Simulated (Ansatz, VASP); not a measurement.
# AlN in VASP and in Ansatz

```
Al N
1.0
    -3.11100    0.00000    0.00000
    -1.55550   -2.69421    0.00000
     0.00000    0.00000    9.80600
Al N
4 4
Direct
  0.33333 0.33333 0.91757
  0.33333 0.33333 0.40993
  0.66667 0.66667 0.15610
  0.66667 0.66667 0.66375
  0.33333 0.33333 0.09772
  0.33333 0.33333 0.60537
  0.66667 0.66667 0.35155
  0.66667 0.66667 0.85919
```

Alike in both runs: task single point; functional PBE; k mesh 8 × 8 × 3; occupations gaussian, width 0.05 eV; no spin polarisation.

|  | VASP | Ansatz |
| --- | --- | --- |
| version | VASP 6.6.1 | Ansatz 0.2.0 |
| potentials or method | VASP PAW PBE potentials, release 64 (Al, N), cutoff 520 eV | scalar-relativistic, plane waves, PAW |
| valence electrons in the cell | 32 | 32 |

```csv
,VASP,Ansatz,Ansatz less VASP
gap on the k mesh at the Fermi level (eV),4.27,4.26,-0.011
least direct gap on the mesh (eV),4.27,4.26,-0.011
pressure (GPa),7.6,7.9,+0.25
"traceless stress, the component that is largest in VASP (GPa)",4.78,4.68,-0.099
rms of the force components (eV/Å),0.707,0.705,-0.0019
```

Atom by atom the forces differ by 0.003 eV/Å (rms over components).
